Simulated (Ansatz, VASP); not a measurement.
CaScC6N6: VASP beside Ansatz

```
Ca Sc C N
1.0
     0.00000    5.95162    5.95162
     5.95162    0.00000    5.95162
     5.95162    5.95162    0.00000
Ca Sc C N
1 1 6 6
Direct
  0.00000 0.00000 0.00000
  0.50000 0.50000 0.50000
  0.78266 0.21734 0.21734
  0.21734 0.78266 0.21734
  0.21734 0.21734 0.78266
  0.21734 0.78266 0.78266
  0.78266 0.21734 0.78266
  0.78266 0.78266 0.21734
  0.68427 0.31573 0.31573
  0.31573 0.68427 0.31573
  0.31573 0.31573 0.68427
  0.31573 0.68427 0.68427
  0.68427 0.31573 0.68427
  0.68427 0.68427 0.31573
```

Alike in both runs: functional PBE; k mesh 6 × 6 × 6; occupations gaussian, width 0.1 eV; no spin polarisation.

Ansatz relaxed the structure, and its values are those at the end. VASP's run is a single point on that final structure, the one shown.

|  | VASP | Ansatz |
| --- | --- | --- |
| version | VASP 6.6.1 | Ansatz 0.2.0 |
| potentials or method | VASP PAW PBE potentials, release 64 (Ca_sv, Sc_sv, C, N), cutoff 520 eV | scalar-relativistic, plane waves, PAW |
| valence electrons in the cell | 75 | 75 |

|  | VASP | Ansatz | Ansatz less VASP |
| --- | --- | --- | --- |
| gap on the k mesh at the Fermi level (eV) | none | none | - |
| pressure (GPa) | 0.4 | 0.0 | -0.35 |
| rms of the force components (eV/Å) | 0.198 | 0.001 | -0.1975 |

A gap of «none» marks a metal or a gap that the smearing closes. One of these differences is far larger than is usual between the two programs; its cause wasn't traced. The functional is the same, so the differences come from potentials, cutoffs and numerics.

Noted on VASP's run: the standard files for N, O and F lose accuracy on very short bonds.
